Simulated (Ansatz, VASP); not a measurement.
**ZnS in VASP and in Ansatz**

```
Zn S
1.0
     0.00000    2.67777    2.67777
     2.67777    0.00000    2.67777
     2.67777    2.67777    0.00000
Zn S
1 1
Direct
  0.75000 0.75000 0.75000
  0.00000 0.00000 0.00000
```

Alike in both runs: functional PBEsol; k mesh 12 × 12 × 12; occupations fermi-dirac, width 0.08 eV; no spin polarisation.

Ansatz relaxed the structure, and its values are those at the end. VASP's run is a single point on that final structure, the one shown.

|  | VASP | Ansatz |
| --- | --- | --- |
| version | VASP 6.6.1 | Ansatz 0.2.0 |
| potentials or method | VASP PAW PBE potentials, release 64 (Zn, S) | PAW with Ansatz's default frozen-core files, scalar-relativistic |
| plane-wave cutoff (eV) | 520 | 420 |
| valence electrons in the cell | 18 | 18 |

```tsv
	VASP	Ansatz	Ansatz less VASP
pressure (GPa)	0.2	0.0	-0.19
```

VASP's potentials were made for PBE, not for PBEsol.
